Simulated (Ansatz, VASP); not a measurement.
**WSe2: VASP beside Ansatz**

```
W Se
1.0
     3.12279    0.00000    0.00000
    -1.56140    2.85547    0.00000
     0.00000    0.00000    7.18427
W Se
1 2
Cartesian
  0.0000 0.0127 0.0000
  0.0000 1.8973 1.6974
  0.0000 1.8973 5.4868
```

Change from the starting cell: uniaxial_x strain -5.3%.

Alike in both runs: task single point; functional PBE; k mesh 12 × 12 × 4; occupations fermi-dirac, width 0.02 eV; no spin polarisation.

|  | VASP | Ansatz |
| --- | --- | --- |
| version | VASP 6.6.1 | Ansatz 0.2.0 |
| potentials or method | VASP PAW PBE potentials, release 64 (W_sv, Se) | plane waves, PAW |
| plane-wave cutoff (eV) | 520 | 420 |
| valence electrons in the cell | 26 | 46 |

|  | VASP | Ansatz | Ansatz less VASP |
| --- | --- | --- | --- |
| gap on the k mesh at the Fermi level (eV) | 1.18 | 1.18 | -0.001 |
| pressure (GPa) | 8.3 | 7.9 | -0.34 |
| traceless stress, the component that is largest in VASP (GPa) | 6.55 | 6.59 | +0.036 |
| rms of the force components (eV/Å) | 0.177 | 0.152 | -0.0251 |

Atom by atom the forces differ by 0.025 eV/Å (rms over components). VASP's potentials hold 26 valence electrons a cell and Ansatz's 46, so a difference there can come from the potentials and not from the codes.

Neither program's run includes spin-orbit coupling.
